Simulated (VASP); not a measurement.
# Ru (P6_3/mmc) in VASP: notebook, part 2 of 2

VASP 6.6.1. Earlier steps stand in the parts before.

### 6 Single point, PBEsol

This run uses another cell than the first one, of 12.90 Å³/atom, 1.042 times its volume.

File INCAR:

```
SYSTEM = Ru
  PREC = Accurate
  ENCUT = 520
  EDIFF = 1E-6
  ISMEAR = 0
  SIGMA = 0.15
  LREAL = .False.
  LASPH = .True.
  NELM = 80
  ALGO = Normal
  ISIF = 2
  LWAVE = .False.
  LCHARG = .False.
  GGA = PS
  NBANDS = 21
```

File KPOINTS:

```
regular mesh
0
Gamma
  18 18 10
  0 0 0
```

File POSCAR:

```
Ru
1.0
    2.5014000000      0.0000000000      0.0000000000
   -1.2507000000      2.1662759450      0.0000000000
    0.0000000000      0.0000000000      4.7627000000
Ru
2
Direct
    0.3333333333      0.6666666667      0.2500000000
    0.6666666667      0.3333333333      0.7500000000
```

Potentials or basis: VASP PAW PBE potentials, release 64 (Ru_pv).

On the command line:

```
$ cat potpaw_PBE.64/Ru_pv/POTCAR > POTCAR
$ mpirun -np 1 vasp_std > vasp.out
```

OUTCAR:

```text
SYSTEM = Ru
   PREC = Accurate
   ENCUT = 520
   EDIFF = 1E-6
   ISMEAR = 0
   LREAL = .False.
   LASPH = .True.
   NELM = 80
   ISIF = 2
   GGA = PS

 ion  position               nearest neighbor table
   1  0.333  0.667  0.250-   2 2.79   2 2.79   2 2.79   2 2.79   2 2.79   2 2.79
   2  0.667  0.333  0.750-   1 2.79   1 2.79   1 2.79   1 2.79   1 2.79   1 2.79

  LATTYP: Found a hexagonal cell.
 ALAT       =     2.5014000000
 C/A-ratio  =     1.9040137523

  Lattice vectors:

 A1 = (   2.5014000000,   0.0000000000,   0.0000000000)
 A2 = (  -1.2507000000,   2.1662759450,   0.0000000000)
 A3 = (   0.0000000000,   0.0000000000,   4.7627000000)

Analysis of symmetry for initial positions (statically):
=====================================================================
 Subroutine PRICEL returns:
 Original cell was already a primitive cell.

 Routine SETGRP: Setting up the symmetry group for a
 hexagonal supercell.

 Subroutine GETGRP returns: Found 24 space group operations
 (whereof 12 operations were pure point group operations)
 out of a pool of 24 trial point group operations.

The static configuration has the point symmetry D_3d.
 The point group associated with its full space group is D_6h.

Analysis of symmetry for dynamics (positions and initial velocities):
=====================================================================
 Subroutine PRICEL returns:
 Original cell was already a primitive cell.

 Routine SETGRP: Setting up the symmetry group for a
 hexagonal supercell.

 Subroutine GETGRP returns: Found 24 space group operations
 (whereof 12 operations were pure point group operations)
 out of a pool of 24 trial point group operations.

The dynamic configuration has the point symmetry D_3d.
 The point group associated with its full space group is D_6h.

 Subroutine INISYM returns: Found 24 space group operations
 (whereof 12 operations are pure point group operations),
[... 105 lines left out ...]
   TEBEG  =    0.0;   TEEND  =   0.0 temperature during run
   PSTRESS=    0.0 pullay stress
   NELECT =      28.0000    total number of electrons
   NUPDOWN=      -1.0000    fix difference up-down
   EMIN   =  10.00;   EMAX   =-10.00  energy-range for DOS
   EFERMI =   0.00;   METHOD = LEGACY
   ISMEAR =     0;   SIGMA  =   0.15  broadening in eV -4-tet -1-fermi 0-gaus
   EFERMI_NEDOS =   21; number of points for ismear=-14 and -15
   IALGO  =     38    algorithm
   IMIX   =      4    mixing-type and parameters
     AMIX     =   0.40;   BMIX     =  1.00
     AMIX_MAG =   1.60;   BMIX_MAG =  1.00
  volume/ion in A,a.u.               =      12.90        87.08
  Fermi-wavevector in a.u.,A,eV,Ry     =   1.682199  3.178896 38.501693  2.829795
  Thomas-Fermi vector in A             =   2.765621
   LORBIT       =      0    0 simple, 1 ext, 2 COOP (PROOUT), +10 PAW based schemes
   GGA     = PS    functional components
   LHFCALC =     F    Hartree Fock is set to
   AEXX    =    0.0000 exact exchange contribution
   IVDW    =     0    specifies the selected vdW correction
   LEPSILON=     F    determine dielectric tensor
   LRPA    =     F    only Hartree local field effects (RPA)
 non-spin polarized calculation
 Gauss-broadening in eV      SIGMA  =   0.15
  energy-cutoff  :      520.00
  volume of cell :       25.81
 maximum number of plane-waves:       726
 NGX is ok and might be reduce to    20
   NGX =  9   NGY =  9   NGZ = 17

 number of electron      27.9999991 magnetization

 Free energy of the ion-electron system (eV)
  ---------------------------------------------------
  ext. energy  EPLUGINS =         0.00000000
  ---------------------------------------------------
  free energy    TOTEN  =       -19.31697894 eV

  energy without entropy =      -19.29205767  energy(sigma->0) =      -19.30451830

 E-fermi :  13.6981     XC(G=0): -14.5666

 val. band max:       13.6887724402   @ k =   0.1111   0.0000   0.3000
 cond. band min:      13.7085210110   @ k =   0.3889   0.1667   0.2000
 fundamental gap:      0.0197485707
 Fermi energy:        13.6981257798

 k-point     1 :       0.0000    0.0000    0.0000
  band No.  band energies     occupation
      1     -29.8398      2.00000
      2     -29.0031      2.00000
      3     -28.6916      2.00000
      4     -28.6916      2.00000
      5     -28.6248      2.00000
      6     -28.6248      2.00000
[... 565 lines left out ...]
     20      24.0205      0.00000
     21      24.5055      0.00000

 [... further k-points ...]
[... 5 lines left out ...]
  --------------------------------------------------------------------------------------
  -------------------------------------------------------------------------------------
  Total        9.0828035      9.0828035     -5.8638156      0.0000000      0.0000000      0.0000000
  in kB      563.8717700    563.8717699   -364.0329831      0.0000000      0.0000000      0.0000000
  external PRESSURE =     254.5701856 kB  Pullay stress =       0.0000000 kB

 VOLUME and BASIS-vectors are now :
 -----------------------------------------------------------------------------
  energy-cutoff  :      520.00
  volume of cell :       25.81
      direct lattice vectors                 reciprocal lattice vectors
     2.501400000  0.000000000  0.000000000     0.399776125  0.230810854  0.000000000
    -1.250700000  2.166275945  0.000000000     0.000000000  0.461621707  0.000000000
     0.000000000  0.000000000  4.762700000     0.000000000  0.000000000  0.209964936

 POSITION                                       TOTAL-FORCE (eV/Angst)
 -----------------------------------------------------------------------------------
     -0.00000      1.44418      1.19067        -0.000000      0.000000      0.000000
      1.25070      0.72209      3.57203         0.000000     -0.000000      0.000000
 -----------------------------------------------------------------------------------
    total drift:                               -0.000000      0.000000     -0.000000

  FREE ENERGIE OF THE ION-ELECTRON SYSTEM (eV)
  ---------------------------------------------------
  free  energy   TOTEN  =       -19.3169789355 eV

  energy  without entropy=      -19.2920576679  energy(sigma->0) =      -19.30451830
```

stdout:

```text
POSCAR found type information on POSCAR Ru
 POSCAR found :  1 types and       2 ions
 scaLAPACK will be used
 -----------------------------------------------------------------------------
|                                                                             |
|                                                                             |
|     You enforced a specific xc type in the INCAR file but a different       |
|     I HOPE YOU KNOW WHAT YOU ARE DOING!                                     |
|                                                                             |
 -----------------------------------------------------------------------------

 LDA part: xc-table for (Slater+PW92), standard interpolation
 POSCAR, INCAR and KPOINTS ok, starting setup
 FFT: planning ... GRIDC
 FFT: planning ... GRID_SOFT
 FFT: planning ... GRID
 WAVECAR not read
 entering main loop
```

It took 40 s on 1 thread of Intel Xeon 6975P-C (Granite Rapids), shared host; peak memory 0.21 GiB.

What came out:

```yaml
Free_energy: -19.3170 eV
Pressure: 25.5 GPa
Band_gap_on_the_k_mesh: zero (band 14 reaches 15.08 eV, above the bottom of band 15 at 12.57 eV)
```

Stress tensor (GPa, compression positive):
```
 56.39   0.00   0.00
  0.00  56.39   0.00
  0.00   0.00 -36.40
```

Caveat: the PAW data sets were made with another functional, which shifts forces and pressure a little.

### 7 The runs side by side

| cell | gap on the mesh (eV) | pressure (GPa) |
| --- | --- | --- |
| a = 2.727, b = 2.727, c = 3.844 Å, angles 90.0, 90.0, 120.0°, 2 atoms | none | 38.3 |
| a = 2.765, b = 2.765, c = 3.742 Å, angles 90.0, 90.0, 120.0°, 2 atoms | none | 42.9 |
| a = 2.803, b = 2.803, c = 3.742 Å, angles 90.0, 90.0, 120.0°, 2 atoms | none | 31.3 |
| a = 2.577, b = 2.577, c = 4.457 Å, angles 90.0, 90.0, 120.0°, 2 atoms | none | 17.2 |
| a = 2.501, b = 2.501, c = 4.763 Å, angles 90.0, 90.0, 120.0°, 2 atoms | none | 25.5 |

Alike in all rows: task single point; level PBEsol; potentials or basis VASP PAW PBE potentials, release 64 (Ru_pv); no spin polarisation; k mesh 18 × 18 × 10; cutoff (eV) 520; smearing gaussian 0.15 eV.

Caveats: the PAW data sets were made with another functional, which shifts forces and pressure a little.

Absolute energies hang on the potentials; compare differences alone.
